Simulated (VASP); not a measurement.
# TiSi2: single point with PBEsol

Crystal: TiSi2.

```
Ti Si
1.0
     0.00000    4.11752    4.26290
     2.38951    0.00000    4.26290
     2.38951    4.11752    0.00000
Ti Si
2 4
Direct
  0.75000 0.75000 0.75000
  0.50000 0.50000 0.50000
  0.41257 0.08743 0.41257
  0.08743 0.41257 0.08743
  0.16257 0.83743 0.16257
  0.83743 0.16257 0.83743
```

| Quantity | Value |
| --- | --- |
| Program | VASP 6.6.1 |
| Task | single point |
| Functional | PBEsol |
| Potentials or basis | VASP PAW PBE potentials, release 64 (Ti_sv, Si) |
| Cutoff | 520 eV |
| k mesh | 9 × 9 × 9 |
| Occupations | fermi-dirac, width 0.02 eV |
| Spin | no spin polarisation |

| Property | Result |
| --- | --- |
| Pressure | -1.8 GPa |
| Largest force | 0.049 eV/Å |
| Band gap on the k mesh | zero (bands 20 and 21 overlap by 1.80 eV) |

Forces in eV/Å, atoms in the order of the input:
```
Ti   0.000  0.000  0.000
Ti   0.000  0.000  0.000
Si   0.000  0.049  0.000
Si   0.000 -0.049  0.000
Si   0.000  0.049  0.000
Si   0.000 -0.049  0.000
```

Stress tensor (GPa, compression positive):
```
-1.83  0.00  0.00
 0.00 -2.79  0.00
 0.00  0.00 -0.91
```

Levels at points of the mesh, in eV from the Fermi level:
| k point | band 16 | band 17 | band 18 | band 19 | band 20 | band 21 | band 22 | band 23 | band 24 | band 25 |
| --- | --- | --- | --- | --- | --- | --- | --- | --- | --- | --- |
| (0.00, 0.00, 0.00) | -2.49 | -2.28 | -2.05 | -1.77 | -1.35 | -0.94 | 2.07 | 3.13 | 3.36 | 3.41 |

Run time: 9.9 min on 1 thread of Intel Xeon 8259CL, with other jobs on the host, peak memory 0.4 GiB.

Caveat: the PAW data sets were made with another functional, which shifts forces and pressure a little.
